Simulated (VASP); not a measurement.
# Ti4N3O (P4/mmm) in VASP: notebook

Runs on Ti4N3O. Level: PBE. Tasks: single point.

Everything below comes from runs of VASP 6.6.1. Logs are shortened: lines on timing, memory, paths and dates and some standing lists are left out, and cuts for length are marked.

### Step 1. The cell of the first run

It takes space group P4/mmm (No. 123, tetragonal). The conventional cell has a = 2.919 Å, b = 2.919 Å, c = 8.250 Å, α = 90.00°, β = 90.00°, γ = 90.00°. Within 2.7 Å of Ti (site symmetry 4/mmm) lie 2 N at 2.05 Å and 4 O at 2.06 Å. Within 2.7 Å of Ti (site symmetry 4mm) lie 5 N at 2.01 to 2.07 Å and 1 O at 2.12 Å. Within 2.7 Å of Ti (site symmetry 4/mmm) lie 6 N at 2.06 to 2.07 Å. Within 2.7 Å of N (site symmetry 4mm) lie 6 Ti at 2.05 to 2.07 Å. N (site symmetry 4/mmm) has 6 Ti at 2.01 to 2.06 Å within 2.7 Å. Within 2.7 Å of O (site symmetry 4/mmm) lie 6 Ti at 2.06 to 2.12 Å.

### Step 2. Single point, PBE (8.79 Å³/atom)

The input, INCAR:

```
  PREC = Accurate
  ENCUT = 520
  EDIFF = 1E-7
  ISMEAR = 0
  SIGMA = 0.1
  LREAL = False
  LASPH = True
  NELM = 60
  ALGO = Normal
  ISIF = 2
  LWAVE = False
  LCHARG = False
  GGA = PE
  NBANDS = 44
```

The input, KPOINTS:

```
regular mesh
0
Gamma
  12 12 6
```

The input, POSCAR:

```
Ti4N3O
1.0
    2.9190391984      0.0000000000      0.0000000000
    0.0000000000      2.9190391984      0.0000000000
    0.0000000000      0.0000000000      8.2501398743
Ti N O
4 3 1
Direct
    0.0000000000      0.0000000000      0.0000000000
    0.5000000000      0.5000000000      0.2567318192
    0.0000000000      0.0000000000      0.5000000000
    0.5000000000      0.5000000000      0.7432681808
    0.0000000000      0.0000000000      0.2486874900
    0.5000000000      0.5000000000      0.5000000000
    0.0000000000      0.0000000000      0.7513125100
    0.5000000000      0.5000000000      0.0000000000
```

Potentials or basis: VASP PAW PBE potentials, release 64 (Ti_sv, N, O).

Started as:

```sh
$ cat potpaw_PBE.64/Ti_sv/POTCAR potpaw_PBE.64/N/POTCAR potpaw_PBE.64/O/POTCAR > POTCAR
$ mpirun -np 1 vasp_std > vasp.out
```

OUTCAR:

```text
PREC = Accurate
   ENCUT = 520
   EDIFF = 1E-7
   ISMEAR = 0
   LREAL = False
   LASPH = True
   NELM = 60
   ISIF = 2
   GGA = PE

 ion  position               nearest neighbor table
   1  0.000  0.000  0.000-   5 2.05   7 2.05   8 2.06   8 2.06   8 2.06   8 2.06
   2  0.500  0.500  0.257-   6 2.01   5 2.07   5 2.07   5 2.07   5 2.07   8 2.12   3 2.88   3 2.88
                             3 2.88   3 2.88
   3  0.000  0.000  0.500-   6 2.06   6 2.06   6 2.06   6 2.06   7 2.07   5 2.07   4 2.88   4 2.88
                             2 2.88   4 2.88   2 2.88   2 2.88   4 2.88   2 2.88
   4  0.500  0.500  0.743-   6 2.01   7 2.07   7 2.07   7 2.07   7 2.07   8 2.12   3 2.88   3 2.88
                             3 2.88   3 2.88
   5  0.000  0.000  0.249-   1 2.05   2 2.07   2 2.07   2 2.07   2 2.07   3 2.07
   6  0.500  0.500  0.500-   2 2.01   4 2.01   3 2.06   3 2.06   3 2.06   3 2.06
   7  0.000  0.000  0.751-   1 2.05   4 2.07   4 2.07   4 2.07   4 2.07   3 2.07
   8  0.500  0.500  0.000-   1 2.06   1 2.06   1 2.06   1 2.06   4 2.12   2 2.12

  LATTYP: Found a simple tetragonal cell.
 ALAT       =     2.9190391984
 C/A-ratio  =     2.8263203450

  Lattice vectors:

 A1 = (   2.9190391984,   0.0000000000,   0.0000000000)
 A2 = (   0.0000000000,   2.9190391984,   0.0000000000)
 A3 = (   0.0000000000,   0.0000000000,   8.2501398743)

Analysis of symmetry for initial positions (statically):
=====================================================================
 Subroutine PRICEL returns:
 Original cell was already a primitive cell.

 Routine SETGRP: Setting up the symmetry group for a
 simple tetragonal supercell.

 Subroutine GETGRP returns: Found 16 space group operations
 (whereof 16 operations were pure point group operations)
 out of a pool of 16 trial point group operations.

The static configuration has the point symmetry D_4h.

Analysis of symmetry for dynamics (positions and initial velocities):
=====================================================================
 Subroutine PRICEL returns:
 Original cell was already a primitive cell.

 Routine SETGRP: Setting up the symmetry group for a
 simple tetragonal supercell.

 Subroutine GETGRP returns: Found 16 space group operations
 (whereof 16 operations were pure point group operations)
 out of a pool of 16 trial point group operations.

The dynamic configuration has the point symmetry D_4h.

[... 115 lines left out ...]
   NFREE  =      0    steps in history (QN), initial steepest desc. (CG)
   ISIF   =      2    stress and relaxation
   ISYM   =      2    0-nonsym 1-usesym 2-fastsym
   POTIM  = 0.5000    time-step for ionic-motion
   TEBEG  =    0.0;   TEEND  =   0.0 temperature during run
   PSTRESS=    0.0 pullay stress
   NELECT =      69.0000    total number of electrons
   NUPDOWN=      -1.0000    fix difference up-down
   EMIN   =  10.00;   EMAX   =-10.00  energy-range for DOS
   EFERMI =   0.00;   METHOD = LEGACY
   ISMEAR =     0;   SIGMA  =   0.10  broadening in eV -4-tet -1-fermi 0-gaus
   EFERMI_NEDOS =   21; number of points for ismear=-14 and -15
   IALGO  =     38    algorithm
   IMIX   =      4    mixing-type and parameters
     AMIX     =   0.40;   BMIX     =  1.00
     AMIX_MAG =   1.60;   BMIX_MAG =  1.00
  volume/ion in A,a.u.               =       8.79        59.30
  Fermi-wavevector in a.u.,A,eV,Ry     =   1.626962  3.074513 36.014705  2.647006
  Thomas-Fermi vector in A             =   2.719835
   LORBIT       =      0    0 simple, 1 ext, 2 COOP (PROOUT), +10 PAW based schemes
   GGA     = PE    functional components
   LHFCALC =     F    Hartree Fock is set to
   AEXX    =    0.0000 exact exchange contribution
   IVDW    =     0    specifies the selected vdW correction
   LEPSILON=     F    determine dielectric tensor
   LRPA    =     F    only Hartree local field effects (RPA)
 non-spin polarized calculation
 Gauss-broadening in eV      SIGMA  =   0.10
  energy-cutoff  :      520.00
  volume of cell :       70.30
 maximum number of plane-waves:      1919
 NGX is ok and might be reduce to    24
   NGX = 11   NGY = 11   NGZ = 31

 number of electron      69.0000018 magnetization

 Free energy of the ion-electron system (eV)
  ---------------------------------------------------
  ext. energy  EPLUGINS =         0.00000000
  ---------------------------------------------------
  free energy    TOTEN  =       -75.84472333 eV

  energy without entropy =      -75.82557041  energy(sigma->0) =      -75.83514687

 E-fermi :  12.8375     XC(G=0): -13.4571

 val. band max:       12.8344728395   @ k =   0.2500   0.0000   0.3333
 cond. band min:      12.8451652818   @ k =   0.3333   0.0000   0.0000
 fundamental gap:      0.0106924423
 Fermi energy:        12.8374924650

 k-point     1 :       0.0000    0.0000    0.0000
  band No.  band energies     occupation
      1     -45.1742      2.00000
      2     -44.9161      2.00000
      3     -44.8955      2.00000
      4     -44.7131      2.00000
      5     -21.7015      2.00000
      6     -21.3747      2.00000
[... 1117 lines left out ...]
     43      15.3763      0.00000
     44      15.4273      0.00000

 [... further k-points ...]

------------------------ aborting loop because EDIFF is reached ----------------------------------------

  FORCE on cell =-STRESS in cart. coord.  units (eV):
  Direction    XX          YY          ZZ          XY          YZ          ZX
  --------------------------------------------------------------------------------------
  -------------------------------------------------------------------------------------
  Total       13.3125274     13.3125274     13.3114829      0.0000000     -0.0000000      0.0000000
  in kB      303.4100283    303.4100283    303.3862231      0.0000000     -0.0000000      0.0000000
  external PRESSURE =     303.4020932 kB  Pullay stress =       0.0000000 kB

 VOLUME and BASIS-vectors are now :
 -----------------------------------------------------------------------------
  energy-cutoff  :      520.00
  volume of cell :       70.30
      direct lattice vectors                 reciprocal lattice vectors
     2.919039198  0.000000000  0.000000000     0.342578476  0.000000000  0.000000000
     0.000000000  2.919039198  0.000000000     0.000000000  0.342578476  0.000000000
     0.000000000  0.000000000  8.250139874     0.000000000  0.000000000  0.121210066

 POSITION                                       TOTAL-FORCE (eV/Angst)
 -----------------------------------------------------------------------------------
      0.00000      0.00000      0.00000        -0.000000      0.000000      0.000000
      1.45952      1.45952      2.11807        -0.000000     -0.000000      0.004238
      0.00000      0.00000      4.12507        -0.000000      0.000000      0.000000
      1.45952      1.45952      6.13207        -0.000000      0.000000     -0.004238
      0.00000      0.00000      2.05171         0.000000      0.000000      0.000472
      1.45952      1.45952      4.12507        -0.000000      0.000000      0.000000
      0.00000      0.00000      6.19843        -0.000000      0.000000     -0.000472
      1.45952      1.45952      0.00000        -0.000000      0.000000      0.000000
 -----------------------------------------------------------------------------------
    total drift:                                0.000000     -0.000000     -0.000000

  FREE ENERGIE OF THE ION-ELECTRON SYSTEM (eV)
  ---------------------------------------------------
  free  energy   TOTEN  =       -75.8447233330 eV

  energy  without entropy=      -75.8255704061  energy(sigma->0) =      -75.83514687
```

OSZICAR:

```text
N       E                     dE             d eps       ncg     rms          rms(c)
DAV:   1     0.102081388631E+04    0.10208E+04   -0.33322E+04  9856   0.201E+03
DAV:   2     0.872328778107E+02   -0.93358E+03   -0.90273E+03  9880   0.612E+02
[... 11 lines left out ...]
DAV:  14    -0.758447144691E+02   -0.17864E-04   -0.18276E-03 13376   0.280E-01    0.444E-02
DAV:  15    -0.758447207839E+02   -0.63148E-05   -0.83248E-05 14972   0.688E-02    0.314E-02
DAV:  16    -0.758447301744E+02   -0.93905E-05   -0.96668E-05 14124   0.899E-02    0.223E-02
DAV:  17    -0.758447233360E+02    0.68384E-05   -0.58828E-05 14020   0.765E-02    0.408E-03
DAV:  18    -0.758447233528E+02   -0.16787E-07   -0.24196E-06 15480   0.149E-02    0.107E-03
DAV:  19    -0.758447233330E+02    0.19805E-07   -0.21057E-07  9632   0.397E-03
   1 F= -.75844723E+02 E0= -.75835147E+02  d E =-.191529E-01
```

stdout:

```text
POSCAR found type information on POSCAR TiN O
 POSCAR found :  3 types and       8 ions
 scaLAPACK will be used
 LDA part: xc-table for (Slater+PW92), standard interpolation
 POSCAR, INCAR and KPOINTS ok, starting setup
 FFT: planning ... GRIDC
 FFT: planning ... GRID_SOFT
 FFT: planning ... GRID
 WAVECAR not read
 entering main loop
```

Wall time 5.9 min (1 thread of Intel Xeon Platinum 8488C (Sapphire Rapids), shared host); peak memory 0.37 GiB.

Results:

| Quantity | Value |
| --- | --- |
| Free energy | -75.8447 eV |
| Pressure | 30.3 GPa |
| Largest force | 0.004 eV/Å |
| Band gap on the k mesh | zero (an odd number of electrons rules out a gap without spin polarisation) |

Forces on the atoms (eV/Å):
```
Ti   0.000  0.000  0.000
Ti   0.000  0.000  0.004
Ti   0.000  0.000  0.000
Ti   0.000  0.000 -0.004
N    0.000  0.000  0.000
N    0.000  0.000  0.000
N    0.000  0.000  0.000
O    0.000  0.000  0.000
```

Caveat: the cell stands under pressure; an odd number of electrons without spin polarisation forces a metal; a magnetic or distorted state may lie lower.

### Step 3. Single point, PBE (9.37 Å³/atom)

This run uses another cell than the first one, of 9.37 Å³/atom.

The input, INCAR:

```
PREC = Accurate
ENCUT = 520
EDIFF = 1E-6
ISMEAR = 0
SIGMA = 0.1
LREAL = False
LASPH = True
NELM = 60
ALGO = Normal
ISIF = 2
LWAVE = False
LCHARG = False
GGA = PE
NBANDS = 44
```

The input, KPOINTS:

```
Automatic mesh
0
Gamma
  12 12 6
```

The input, POSCAR:

```
Ti4N3O
1.0
    2.9813025233      0.0000000000      0.0000000000
    0.0000000000      2.9813025233      0.0000000000
    0.0000000000      0.0000000000      8.4306180162
Ti N O
4 3 1
Direct
    0.0000000000      0.0000000000      0.0000000000
    0.5000000000      0.5000000000      0.2587444028
    0.0000000000      0.0000000000      0.5000000000
    0.5000000000      0.5000000000      0.7412555972
    0.0000000000      0.0000000000      0.2484489196
    0.5000000000      0.5000000000      0.5000000000
    0.0000000000      0.0000000000      0.7515510804
    0.5000000000      0.5000000000      0.0000000000
```

Potentials or basis: VASP PAW PBE potentials, release 64 (Ti_sv, N, O).

Started as:

```sh
$ cat potpaw_PBE.64/Ti_sv/POTCAR potpaw_PBE.64/N/POTCAR potpaw_PBE.64/O/POTCAR > POTCAR
$ mpirun -np 1 vasp_std > vasp.out
```

It took 6.6 min on 1 thread of Intel Xeon Platinum 8488C (Sapphire Rapids), shared host; peak memory 0.39 GiB.

The run converged. Its results:

```yaml
Free_energy: -76.4008 eV
Pressure: 8.9 GPa
Band_gap_on_the_k_mesh: zero (an odd number of electrons rules out a gap without spin polarisation)
```

Levels at points of the mesh, in eV from the Fermi level:
| k point | band 32 | band 33 | band 34 | band 35 | band 36 | band 37 |
| --- | --- | --- | --- | --- | --- | --- |
| (0.00, 0.00, 0.00) | -2.60 | -2.60 | -2.30 | -2.12 | -0.75 | -0.75 |
| (0.50, 0.00, 0.00) | -5.22 | 0.62 | 0.75 | 0.84 | 1.09 | 1.60 |
| (0.50, 0.50, 0.00) | -3.39 | -3.27 | -3.27 | 0.65 | 0.65 | 0.72 |
| (0.00, 0.00, 0.50) | -3.06 | -3.04 | -3.00 | -1.42 | -1.02 | -0.04 |
| (0.50, 0.00, 0.50) | -5.38 | 0.72 | 1.00 | 1.06 | 1.09 | 1.12 |
| (0.50, 0.50, 0.50) | -4.53 | -2.04 | -2.04 | -0.94 | -0.94 | 1.82 |

Caveat: the cell stands under pressure; an odd number of electrons without spin polarisation forces a metal; a magnetic or distorted state may lie lower.
